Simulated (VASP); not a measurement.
Write the native input for VASP 6.6.1 that does the following.

```yaml
Task: single point
Functional: PBE
Potentials_or_basis: VASP PAW PBE potentials, release 64 (Mo_sv)
Cutoff: 520 eV
k_mesh: 18 × 18 × 18
Occupations: gaussian, width 0.3 eV
Spin: no spin polarisation
Dipole_correction: no
Further_INCAR_settings: ALGO = Normal; EDIFF = 1e-06; NBANDS = 13
```

The structure of Mo lies in POSCAR:

```
Mo
1.0
   -1.5126662633      1.5126662633      1.5126662633
    1.5126662633     -1.5126662633      1.5126662633
    1.5126662633      1.5126662633     -1.5126662633
Mo
1
Direct
    0.0000000000      0.0000000000      0.0000000000
```

One way to write it, as run:

INCAR

```
ALGO = Normal ; EDIFF = 1E-6
ENCUT = 520 ; GGA = PE
ISIF = 2 ; ISMEAR = 0
LASPH = True ; LCHARG = False
LREAL = False ; LWAVE = False
NBANDS = 13 ; NELM = 60
PREC = Accurate ; SIGMA = 0.3
```

KPOINTS

```
k-points
0
Gamma
  18 18 18
```

Potentials or basis: VASP PAW PBE potentials, release 64 (Mo_sv).

The run is started by

```console
$ cat potpaw_PBE.64/Mo_sv/POTCAR > POTCAR
$ mpirun -np 1 vasp_std > vasp.out
```

Results of the run:

| Item | Value |
| --- | --- |
| Pressure | 45.9 GPa |
| Band gap on the k mesh | zero (bands 7 and 8 overlap by 6.34 eV) |

Caveat: the cell stands under pressure; so wide a smearing shifts energies and pressures.

Run time: 22 s on 1 thread of Intel Xeon 8259CL, with other jobs on the host, peak memory 0.15 GiB.
